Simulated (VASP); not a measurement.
**HfO2: single point with PBE**

The system is HfO2.

```
Hf O
1.0
     3.60430    0.00000    0.00000
     0.00000    3.60430    0.00000
     0.00000    0.00000    5.26397
Hf O
2 4
Direct
  0.50000 0.50134 0.50000
  0.00000 0.99866 0.00000
  0.00000 0.49855 0.69325
  0.50000 0.00145 0.80675
  0.50000 0.95838 0.30675
  0.00000 0.54162 0.19325
```

This cell differs from its parent crystal: atoms displaced along a vibrational mode.

| Item | Value |
| --- | --- |
| Program | VASP 6.6.1 |
| Task | single point |
| Functional | PBE |
| Potentials or basis | VASP PAW PBE potentials, release 64 (Hf_pv, O) |
| Cutoff | 520 eV |
| k mesh | 6 × 6 × 4 |
| Occupations | gaussian, width 0.05 eV |
| Spin | no spin polarisation |
| Dipole correction | no |
| Further INCAR settings | ALGO = Normal; EDIFF = 1e-07; NBANDS = 31 |

| Item | Value |
| --- | --- |
| Pressure | 0.7 GPa |
| Largest force | 3.783 eV/Å |
| Band gap on the k mesh | 4.60 eV (least direct gap 4.67 eV) |

Forces on the atoms (eV/Å):
```
Hf   0.000 -1.404  0.596
Hf   0.000  1.404 -0.596
O    0.000  0.131 -0.096
O    0.000 -0.131  0.096
O    0.000  3.768 -0.331
O    0.000 -3.768  0.331
```

Stress tensor (GPa, compression positive):
```
-0.09  0.00  0.00
 0.00  2.02 -6.84
 0.00 -6.84  0.05
```

Levels at points of the mesh, in eV from the valence-band top:
| k point | band 20 | band 21 | band 22 | band 23 | band 24 | band 25 |
| --- | --- | --- | --- | --- | --- | --- |
| (0.00, 0.00, 0.00) | -0.28 | -0.11 | -0.07 | 4.60 | 4.70 | 5.67 |
| (0.50, 0.00, 0.00) | -1.38 | -0.19 | -0.19 | 4.82 | 4.82 | 5.92 |
| (0.00, 0.50, 0.00) | -1.25 | -0.33 | -0.28 | 4.99 | 5.05 | 5.92 |
| (0.50, 0.50, 0.00) | -0.91 | -0.30 | -0.30 | 5.52 | 5.52 | 5.90 |
| (0.00, 0.00, 0.50) | -0.81 | -0.06 | 0.00 | 5.19 | 5.21 | 5.47 |
| (0.50, 0.00, 0.50) | -1.50 | -0.84 | -0.84 | 5.03 | 5.03 | 5.44 |
| (0.00, 0.50, 0.50) | -1.12 | -1.11 | -0.87 | 4.99 | 5.23 | 5.43 |
| (0.50, 0.50, 0.50) | -1.28 | -0.10 | -0.10 | 5.61 | 5.61 | 5.99 |

Run time: 60 s on 1 thread of Intel(R) Xeon(R) 6975P-C (Granite Rapids), with other jobs on the host, peak memory 0.24 GiB.

Caveat: the cell differs from its parent crystal (atoms displaced along a vibrational mode); spin-orbit coupling is left out, which moves the levels of the heavy elements; forces of over 1 eV/Å act on the atoms, so gaps and moduli don't describe the material at rest. A k mesh can miss the band edges.
